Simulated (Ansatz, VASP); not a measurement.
Two plane-wave programs on Cu

The input INCAR:

```
SYSTEM = Cu
PREC = Accurate
ENCUT = 600
EDIFF = 1E-6
ISMEAR = 1
SIGMA = 0.15
LREAL = .FALSE.
LASPH = .TRUE.
NELM = 120
ALGO = Normal
ISIF = 2
LWAVE = .FALSE.
LCHARG = .FALSE.
GGA = PE
NBANDS = 12
GGA_COMPAT = .FALSE.
```

Contents of KPOINTS:

```
regular mesh
0
G
  13 13 13
  0 0 0
```

The input POSCAR:

```
Cu
1.0
    0.0000000000      1.8075000000      1.8075000000
    1.8075000000      0.0000000000      1.8075000000
    1.8075000000      1.8075000000      0.0000000000
Cu
1
Direct
    0.0000000000      0.0000000000      0.0000000000
```

Input for Ansatz:

```yaml
crystal:
  lattice:
    bravais: fcc
    a: 3.615
  space_group: 225
  atoms:
    - { symbol: Cu, position: [0.0, 0.0, 0.0] }
  reduce_to_primitive: true
kpoints:
  mp_grid:
    grid: [13, 13, 13]
    shift: [0.0, 0.0, 0.0]
hamiltonian:
  xc: pbe
scf:
  convergence:
    dr2_threshold: 1.0e-09
  occupations:
    method: methfessel_paxton
    width: 0.15
output:
  forces: true
  stress: true
```

Alike in both runs: task single point; functional PBE; k mesh 13 × 13 × 13; occupations methfessel-paxton of order 1, width 0.15 eV; no spin polarisation.

```csv
,VASP,Ansatz
version,VASP 6.6.1,Ansatz 0.2.0
potentials or method,"VASP PAW PBE potentials, release 64 (Cu)","plane waves, PAW"
plane-wave cutoff (eV),600,420
valence electrons in the cell,11,19
```

|  | VASP | Ansatz | Ansatz less VASP |
| --- | --- | --- | --- |
| pressure (GPa) | 2.3 | 1.7 | -0.61 |

The functional is the same, so the differences come from potentials, cutoffs and numerics. VASP's potentials hold 11 valence electrons a cell and Ansatz's 19, so a difference there can come from the potentials and not from the codes. Ansatz's warnings: stress scf threshold loose.
